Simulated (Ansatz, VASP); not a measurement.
## InAs in VASP and in Ansatz

```
In As
1.0
     0.00000    2.93916    3.21924
     3.21924    0.00000    3.21924
     3.21924    2.93916    0.00000
In As
1 1
Direct
  0.00000 0.00000 0.00000
  0.75000 0.75000 0.75000
```

Alike in both runs: task single point; functional PBEsol; k mesh 14 × 14 × 14; occupations gaussian, width 0.15 eV; no spin polarisation.

|  | VASP | Ansatz |
| --- | --- | --- |
| version | VASP 6.6.1 | Ansatz 0.2.0 |
| potentials or method | VASP PAW PBE potentials, release 64 (In_d, As), cutoff 520 eV | scalar-relativistic, plane waves, PAW |
| valence electrons in the cell | 18 | 28 |

Ansatz gave:

| Property | Result |
| --- | --- |
| gap on the k mesh at the Fermi level (eV) | 0.17 |
| least direct gap on the mesh (eV) | 0.35 |
| pressure (GPa) | -3.7 |
| traceless stress, the component that is largest in VASP (GPa) | 1.82 |

Question: What did VASP give for the same quantities?

Answer: gap on the k mesh at the Fermi level (eV): 0.17; least direct gap on the mesh (eV): 0.35; pressure (GPa): -3.6; traceless stress, the component that is largest in VASP (GPa): 1.82.

VASP's potentials were made for PBE, not for PBEsol, and Ansatz warns of the same on its side. With one functional, cell and mesh, what is left measures potentials, basis and numerics. VASP's potentials hold 18 valence electrons a cell and Ansatz's 28, so a difference there can come from the potentials and not from the codes.
